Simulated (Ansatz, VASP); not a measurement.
Ti4RuC: VASP beside Ansatz

```
CELL_PARAMETERS angstrom
3.02868 0.00000 0.00000
-1.51434 2.62291 0.00000
0.00000 0.00000 11.10037
ATOMIC_POSITIONS crystal
Ti 0.33333 0.66667 0.60774
Ti 0.66667 0.33333 0.39226
Ti 0.33333 0.66667 0.17017
Ti 0.66667 0.33333 0.82983
Ru 0.00000 0.00000 0.00000
C 0.00000 0.00000 0.50000
```

Alike in both runs: functional PBE; k mesh 6 × 6 × 2; occupations gaussian, width 0.2 eV; no spin polarisation.

Ansatz relaxed the structure, and its values are those at the end. VASP's run is a single point on that final structure, the one shown.

|  | VASP | Ansatz |
| --- | --- | --- |
| version | VASP 6.6.1 | Ansatz 0.2.0 |
| potentials or method | VASP PAW PBE potentials, release 64 (Ti_sv, Ru_pv, C), cutoff 520 eV | scalar-relativistic, plane waves, PAW |
| valence electrons in the cell | 66 | 68 |

Ansatz gave:

| Item | Value |
| --- | --- |
| gap on the k mesh at the Fermi level (eV) | none |
| pressure (GPa) | 0.0 |
| rms of the force components (eV/Å) | 0.012 |

Question: Estimate VASP's values.

Answer: gap on the k mesh at the Fermi level (eV): none; pressure (GPa): 0.0; rms of the force components (eV/Å): 0.021.

A gap of «none» marks a metal or a gap that the smearing closes. VASP's potentials hold 66 valence electrons a cell and Ansatz's 68, so a difference there can come from the potentials and not from the codes.

The k mesh is coarse, so the values compare programs but aren't converged.
